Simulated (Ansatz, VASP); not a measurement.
Two plane-wave programs on Au

```
Au
1.0
    -1.62107    1.62107    1.54002
     1.62107   -1.62107    1.54002
     1.62107    1.62107   -1.54002
Au
1
Direct
  0.00000 0.00000 0.00000
```

Change from the starting cell: strain +0.000 along x and y, -0.050 along z, atoms carried along.

Alike in both runs: task single point; functional PBEsol; k mesh 26 × 26 × 26; occupations gaussian, width 0.15 eV; no spin polarisation.

|  | VASP | Ansatz |
| --- | --- | --- |
| version | VASP 6.6.1 | Ansatz 0.2.0 |
| potentials or method | VASP PAW PBE potentials, release 64 (Au), cutoff 520 eV | scalar-relativistic, plane waves, PAW |
| valence electrons in the cell | 11 | 19 |

Ansatz gave:

* gap on the k mesh at the Fermi level (eV): none
* pressure (GPa): 10.6
* traceless stress, the component that is largest in VASP (GPa): -0.30

Question: What did VASP give for the same quantities?

Answer: gap on the k mesh at the Fermi level (eV): none; pressure (GPa): 10.2; traceless stress, the component that is largest in VASP (GPa): -0.30.

VASP's potentials were made for PBE, not for PBEsol. A gap of «none» marks a metal or a gap that the smearing closes. With one functional, cell and mesh, what is left measures potentials, basis and numerics. VASP's potentials hold 11 valence electrons a cell and Ansatz's 19, so a difference there can come from the potentials and not from the codes.

Spin-orbit coupling is off throughout.
